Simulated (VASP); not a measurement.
# CuO in VASP: further runs

Runs on CuO. Level: PBE. Tasks: single point.

Program: VASP 6.6.1. These are calculated values, not measurements. Logs are shortened: lines on timing, memory, paths and dates and some standing lists are left out, and cuts for length are marked.

## Step 1: The cell of the first run

It takes space group Cc (No. 9, monoclinic). Conventional cell: a = 4.689 Å, b = 3.427 Å, c = 5.132 Å, α = 90.00°, β = 99.65°, γ = 90.00°. Within 2.5 Å of Cu (site symmetry 1) lie 4 O at 1.91 to 2.02 Å. Within 2.5 Å of O (site symmetry 1) lie 4 Cu at 1.91 to 2.02 Å.

## Step 2: Single point, PBE

File INCAR:

```
PREC = Accurate
ENCUT = 820
EDIFF = 1E-6
ISMEAR = 0
SIGMA = 0.1
LREAL = F
LASPH = T
NELM = 120
ALGO = Normal
ISIF = 2
LWAVE = F
LCHARG = T
GGA = PE
LELF = T
LVHAR = T
NBANDS = 33
GGA_COMPAT = F
```

File KPOINTS:

```
Automatic mesh
0
Gamma
  4 4 2
```

File POSCAR:

```
CuO
1.0
    2.3446500000     -1.7134000000      0.0000000000
    2.3446500000      1.7134000000      0.0000000000
   -0.8605500000      0.0000000000      5.0594400000
Cu O
2 2
Direct
    0.0032000000      0.4968000000      0.0000000000
    0.4968000000      0.0032000000      0.5000000000
    0.5714000000      0.4056000000      0.2537000000
    0.4056000000      0.5714000000      0.7537000000
```

Potentials or basis: VASP PAW PBE potentials, release 64 (Cu_sv_GW, O).

The run is started by

```console
$ cat potpaw_PBE.64/Cu_sv_GW/POTCAR potpaw_PBE.64/O/POTCAR > POTCAR
$ mpirun -np 1 vasp_std > vasp.out
```

OUTCAR:

```text
PREC = Accurate
   ENCUT = 820
   EDIFF = 1E-6
   ISMEAR = 0
   LREAL = F
   LASPH = T
   NELM = 120
   ISIF = 2
   GGA = PE

 ion  position               nearest neighbor table
   1  0.003  0.497  0.000-   4 1.91   3 1.93   4 1.98   3 2.02
   2  0.497  0.003  0.500-   3 1.91   4 1.93   3 1.98   4 2.02
   3  0.571  0.406  0.254-   2 1.91   1 1.93   2 1.98   1 2.02
   4  0.406  0.571  0.754-   1 1.91   2 1.93   1 1.98   2 2.02

  LATTYP: Found a base centered monoclinic cell.
 ALAT       =     4.6893000000
 B/A-ratio  =     0.7307700510
 C/A-ratio  =     1.0944283424
 COS(beta)  =    -0.1676798048

  Lattice vectors:

 A1 = (   2.3446500000,  -1.7134000000,   0.0000000000)
 A2 = (   2.3446500000,   1.7134000000,   0.0000000000)
 A3 = (  -0.8605500000,   0.0000000000,   5.0594400000)

Analysis of symmetry for initial positions (statically):
=====================================================================
 Subroutine PRICEL returns:
 Original cell was already a primitive cell.

 Routine SETGRP: Setting up the symmetry group for a
 base centered monoclinic supercell.

 Subroutine GETGRP returns: Found  2 space group operations
 (whereof  1 operations were pure point group operations)
 out of a pool of  4 trial point group operations.

The static configuration has the point symmetry C_1 .
 The point group associated with its full space group is C_1h.

Analysis of symmetry for dynamics (positions and initial velocities):
=====================================================================
 Subroutine PRICEL returns:
 Original cell was already a primitive cell.

 Routine SETGRP: Setting up the symmetry group for a
 base centered monoclinic supercell.

 Subroutine GETGRP returns: Found  2 space group operations
 (whereof  1 operations were pure point group operations)
 out of a pool of  4 trial point group operations.

The dynamic configuration has the point symmetry C_1 .
 The point group associated with its full space group is C_1h.

 Subroutine INISYM returns: Found  2 space group operations
 (whereof  1 operations are pure point group operations),
 and found     1 'primitive' translations

----------------------------------------------------------------------------------------

                                     Primitive cell

  volume of cell :      40.6508

  direct lattice vectors                    reciprocal lattice vectors
     2.344650000 -1.713400000  0.000000000     0.213251445 -0.291817439  0.036271510
     2.344650000  1.713400000  0.000000000     0.213251445  0.291817439  0.036271510
    -0.860550000  0.000000000  5.059440000     0.000000000  0.000000000  0.197650333

  length of vectors
     2.903984019  2.903984019  5.132102826     0.363248151  0.363248151  0.197650333

  position of ions in fractional coordinates (direct lattice)
     0.003200000  0.496800000  0.000000000
     0.496800000  0.003200000  0.500000000
     0.571400000  0.405600000  0.253700000
     0.405600000  0.571400000  0.753700000

  ion indices of the primitive-cell ions
   primitive index   ion index
                 1           1
                 2           2
                 3           3
                 4           4

----------------------------------------------------------------------------------------

 KPOINTS: Automatic mesh

Automatic generation of k-mesh.
 Grid dimensions read from file:
 generate k-points for:    4    4    2

 Generating k-lattice:

  Cartesian coordinates                     Fractional coordinates (reciprocal lattice)
     0.053312861 -0.072954360  0.009067878     0.250000000 -0.000000000  0.000000000
     0.053312861  0.072954360  0.009067878    -0.000000000  0.250000000  0.000000000
     0.000000000  0.000000000  0.098825166     0.000000000  0.000000000  0.500000000

  Length of vectors
     0.090812038  0.090812038  0.098825166

  Shift w.r.t. Gamma in fractional coordinates (k-lattice)
     0.000000000  0.000000000  0.000000000

 Subroutine IBZKPT returns following result:
 ===========================================

 Found     14 irreducible k-points:

 Following reciprocal coordinates:
            Coordinates               Weight
  0.000000  0.000000  0.000000      1.000000
  0.250000  0.000000  0.000000      4.000000
  0.500000  0.000000  0.000000      2.000000
  0.250000  0.250000  0.000000      2.000000
  0.500000  0.250000 -0.000000      4.000000
 -0.250000  0.250000  0.000000      2.000000
  0.500000  0.500000  0.000000      1.000000
  0.000000  0.000000  0.500000      1.000000
  0.250000  0.000000  0.500000      4.000000
  0.500000  0.000000  0.500000      2.000000
  0.250000  0.250000  0.500000      2.000000
  0.500000  0.250000  0.500000      4.000000
 -0.250000  0.250000  0.500000      2.000000
  0.500000  0.500000  0.500000      1.000000
   k-points           NKPTS =     14   k-points in BZ     NKDIM =     14   number of bands    NBANDS=     33
   number of dos      NEDOS =    301   number of ions     NIONS =      4
   total plane-waves  NPLWV =  37632
   dimension x,y,z NGX =    28 NGY =   28 NGZ =   48
   dimension x,y,z NGXF=    56 NGYF=   56 NGZF=   96
   ions per type =               2   2
   NGX,Y,Z   is equivalent  to a cutoff of  16.03, 16.03, 15.55 a.u.
   NGXF,Y,Z  is equivalent  to a cutoff of  32.06, 32.06, 31.10 a.u.
 SYSTEM =  unknown system
   PREC   = accura    normal or accurate (medium, high low for compatibility)
   ISTART =      0    job   : 0-new  1-cont  2-samecut
   ICHARG =      2    charge: 1-file 2-atom 10-const
   ISPIN  =      1    spin polarized calculation?
   LNONCOLLINEAR =      F non collinear calculations
   LSORBIT =      F    spin-orbit coupling
   LASPH  =      T    aspherical Exc in radial PAW
   ENCUT  =  820.0 eV  60.27 Ry    7.76 a.u.   6.78  6.78 11.98*2*pi/ulx,y,z
   NELM   =    120;   NELMIN=  2; NELMDL= -5     # of ELM steps
   EDIFF  = 0.1E-05   stopping-criterion for ELM
   LREAL  =      F    real-space projection
   EDIFFG = 0.1E-04   stopping-criterion for IOM
   NSW    =      0    number of steps for IOM
   IBRION =     -1    ionic relax: 0-MD 1-quasi-New 2-CG
   NFREE  =      0    steps in history (QN), initial steepest desc. (CG)
   ISIF   =      2    stress and relaxation
   ISYM   =      2    0-nonsym 1-usesym 2-fastsym
   POTIM  = 0.5000    time-step for ionic-motion
   TEBEG  =    0.0;   TEEND  =   0.0 temperature during run
   PSTRESS=    0.0 pullay stress
   NELECT =      50.0000    total number of electrons
   NUPDOWN=      -1.0000    fix difference up-down
   EMIN   =  10.00;   EMAX   =-10.00  energy-range for DOS
   EFERMI =   0.00;   METHOD = LEGACY
   ISMEAR =     0;   SIGMA  =   0.10  broadening in eV -4-tet -1-fermi 0-gaus
   EFERMI_NEDOS =   21; number of points for ismear=-14 and -15
   IALGO  =     38    algorithm
   IMIX   =      4    mixing-type and parameters
     AMIX     =   0.40;   BMIX     =  1.00
     AMIX_MAG =   1.60;   BMIX_MAG =  1.00
  volume/ion in A,a.u.               =      10.16        68.58
  Fermi-wavevector in a.u.,A,eV,Ry     =   1.754049  3.314672 41.860887  3.076688
  Thomas-Fermi vector in A             =   2.824066
   LORBIT       =      0    0 simple, 1 ext, 2 COOP (PROOUT), +10 PAW based schemes
   GGA     = PE    functional components
   LHFCALC =     F    Hartree Fock is set to
   AEXX    =    0.0000 exact exchange contribution
   IVDW    =     0    specifies the selected vdW correction
   LEPSILON=     F    determine dielectric tensor
   LRPA    =     F    only Hartree local field effects (RPA)
 non-spin polarized calculation
 Gauss-broadening in eV      SIGMA  =   0.10
  energy-cutoff  :      820.00
  volume of cell :       40.65
 maximum number of plane-waves:      2186
   NGX = 13   NGY = 13   NGZ = 23

 number of electron      49.9999991 magnetization

 Free energy of the ion-electron system (eV)
  ---------------------------------------------------
  ext. energy  EPLUGINS =         0.00000000
  ---------------------------------------------------
  free energy    TOTEN  =       -19.68901308 eV

  energy without entropy =      -19.67333262  energy(sigma->0) =      -19.68117285

 E-fermi :   5.6915     XC(G=0): -12.2695

 val. band max:        5.6842957582   @ k =   0.5000   0.0000   0.0000
 cond. band min:       5.7158768975   @ k =   0.2500   0.2500   0.5000
 fundamental gap:      0.0315811393
 Fermi energy:         5.6915442906

 k-point     1 :       0.0000    0.0000    0.0000
  band No.  band energies     occupation
      1    -106.8723      2.00000
      2    -106.8717      2.00000
      3     -64.4025      2.00000
      4     -64.4020      2.00000
      5     -64.3738      2.00000
      6     -64.3644      2.00000
[... 25 lines left out ...]
     32      22.0382      0.00000
     33      22.4479      0.00000

 k-point     2 :       0.2500    0.0000    0.0000
  band No.  band energies     occupation
      1    -106.8719      2.00000
      2    -106.8714      2.00000
      3     -64.4090      2.00000
      4     -64.4027      2.00000
      5     -64.3720      2.00000
      6     -64.3653      2.00000
[... 25 lines left out ...]
     32      20.1458      0.00000
     33      21.9873      0.00000

 k-point     3 :       0.5000    0.0000    0.0000
  band No.  band energies     occupation
      1    -106.8714      2.00000
      2    -106.8713      2.00000
      3     -64.4157      2.00000
      4     -64.4031      2.00000
      5     -64.3690      2.00000
      6     -64.3674      2.00000
[... 25 lines left out ...]
     32      18.3000      0.00000
     33      21.6516      0.00000

 k-point     4 :       0.2500    0.2500    0.0000
  band No.  band energies     occupation
      1    -106.8716      2.00000
      2    -106.8711      2.00000
      3     -64.4100      2.00000
      4     -64.4080      2.00000
      5     -64.3721      2.00000
      6     -64.3646      2.00000
[... 313 lines left out ...]
     32      18.8646      0.00000
     33      19.9647      0.00000

 k-point    13 :      -0.2500    0.2500    0.5000
  band No.  band energies     occupation
      1    -106.8714      2.00000
      2    -106.8714      2.00000
      3     -64.4094      2.00000
      4     -64.4094      2.00000
      5     -64.3684      2.00000
      6     -64.3684      2.00000
[... 25 lines left out ...]
     32      17.9295      0.00000
     33      20.5623      0.00000

 k-point    14 :       0.5000    0.5000    0.5000
  band No.  band energies     occupation
      1    -106.8707      2.00000
      2    -106.8707      2.00000
      3     -64.4158      2.00000
      4     -64.4158      2.00000
      5     -64.3677      2.00000
      6     -64.3677      2.00000
[... 25 lines left out ...]
     32      18.5753      0.00000
     33      21.6848      0.00000

------------------------ aborting loop because EDIFF is reached ----------------------------------------

  FORCE on cell =-STRESS in cart. coord.  units (eV):
  Direction    XX          YY          ZZ          XY          YZ          ZX
  --------------------------------------------------------------------------------------
  -------------------------------------------------------------------------------------
  Total        1.1306196      1.4475437      0.9681710      0.0000000      0.0000000     -0.3281800
  in kB       44.5613024     57.0522841     38.1586876      0.0000000      0.0000000    -12.9346149
  external PRESSURE =      46.5907580 kB  Pullay stress =       0.0000000 kB

 VOLUME and BASIS-vectors are now :
 -----------------------------------------------------------------------------
  energy-cutoff  :      820.00
  volume of cell :       40.65
      direct lattice vectors                 reciprocal lattice vectors
     2.344650000 -1.713400000  0.000000000     0.213251445 -0.291817439  0.036271510
     2.344650000  1.713400000  0.000000000     0.213251445  0.291817439  0.036271510
    -0.860550000  0.000000000  5.059440000     0.000000000  0.000000000  0.197650333

 POSITION                                       TOTAL-FORCE (eV/Angst)
 -----------------------------------------------------------------------------------
      1.17233      0.84573      0.00000        -0.639605      0.369387      0.240382
      0.74205     -0.84573      2.52972        -0.639605     -0.369387      0.240382
      2.07240     -0.28408      1.28358         0.639605      0.303211     -0.240382
      1.64213      0.28408      3.81330         0.639605     -0.303211     -0.240382
 -----------------------------------------------------------------------------------
    total drift:                               -0.002353      0.000000     -0.000428

  FREE ENERGIE OF THE ION-ELECTRON SYSTEM (eV)
  ---------------------------------------------------
  free  energy   TOTEN  =       -19.6890130795 eV

  energy  without entropy=      -19.6733326175  energy(sigma->0) =      -19.68117285
```

Wall time 21 s (1 thread of Intel Xeon 6975P-C (Granite Rapids), shared host); peak memory 0.2 GiB.

Results:

```yaml
Free_energy: -19.6890 eV
Pressure: 4.7 GPa
Largest_force: 0.777 eV/Å
Band_gap_on_the_k_mesh: zero (bands 25 and 26 overlap by 0.67 eV)
```

Forces on the atoms (eV/Å):
```
Cu  -0.640  0.369  0.240
Cu  -0.640 -0.369  0.240
O    0.640  0.303 -0.240
O    0.640 -0.303 -0.240
```

Stress tensor (GPa, compression positive):
```
 4.46  0.00 -1.29
 0.00  5.71  0.00
-1.29  0.00  3.82
```

Levels at points of the mesh, in eV from the Fermi level:
```csv
k point,band 21,band 22,band 23,band 24,band 25,band 26,band 27,band 28,band 29,band 30
"(0.00, 0.00, 0.00)",-2.29,-2.18,-2.10,-1.62,0.23,0.94,1.69,6.01,8.12,13.32
"(0.50, 0.00, 0.00)",-2.01,-1.57,-1.47,-1.37,-0.01,0.31,4.86,6.27,6.91,11.06
"(0.50, 0.50, 0.00)",-2.10,-2.08,-1.63,-1.19,-0.63,1.09,3.34,7.01,8.52,9.95
"(0.00, 0.00, 0.50)",-2.20,-2.20,-1.45,-1.45,0.27,0.27,3.90,3.90,11.65,11.65
"(0.50, 0.00, 0.50)",-2.17,-2.11,-1.69,-1.56,-0.07,0.75,5.10,6.49,8.07,8.49
"(0.50, 0.50, 0.50)",-1.63,-1.63,-1.28,-1.28,-0.38,-0.38,5.20,5.20,8.97,8.97
```

Caveat: the k points lie up to 0.62 Å⁻¹ apart, too coarse for converged energies and pressures of a metal; semilocal functionals often make such compounds metallic where correlation or magnetic order opens a gap, which also shifts bond lengths. With open d or f shells a metallic result of PBE can be an artefact of self-interaction; +U or a hybrid may open a gap.

[end of part 1 of 3]

The gap in the log of VASP goes by the Fermi energy; the results here count the filled bands.